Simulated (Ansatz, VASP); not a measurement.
**Mg2Si3N3 in VASP and in Ansatz**

```
Mg Si N
1.0
     2.96090   -3.40049    0.00000
     2.96090    3.40049    0.00000
     0.00000    0.00000    5.57672
Mg Si N
2 3 3
Direct
  0.75136 0.75136 0.68085
  0.24864 0.24864 0.68085
  0.72291 0.27709 0.27843
  0.00000 0.00000 0.04381
  0.27709 0.72291 0.27843
  0.50000 0.50000 0.10996
  0.00000 0.50000 0.46384
  0.50000 0.00000 0.46384
```

Alike in both runs: functional PBE; k mesh 8 × 8 × 6; occupations gaussian, width 0.1 eV; no spin polarisation.

Ansatz relaxed the structure, and its values are those at the end. VASP's run is a single point on that final structure, the one shown.

```csv
,VASP,Ansatz
version,VASP 6.6.1,Ansatz 0.2.0
potentials or method,"VASP PAW PBE potentials, release 64 (Mg, Si, N), cutoff 600 eV","scalar-relativistic, plane waves, PAW"
valence electrons in the cell,31,47
```

|  | VASP | Ansatz | Ansatz less VASP |
| --- | --- | --- | --- |
| gap on the k mesh at the Fermi level (eV) | none | none | - |
| pressure (GPa) | -0.2 | 0.0 | +0.21 |
| rms of the force components (eV/Å) | 0.009 | 0.002 | -0.0071 |

A gap of «none» marks a metal or a gap that the smearing closes. VASP's potentials hold 31 valence electrons a cell and Ansatz's 47, so a difference there can come from the potentials and not from the codes.
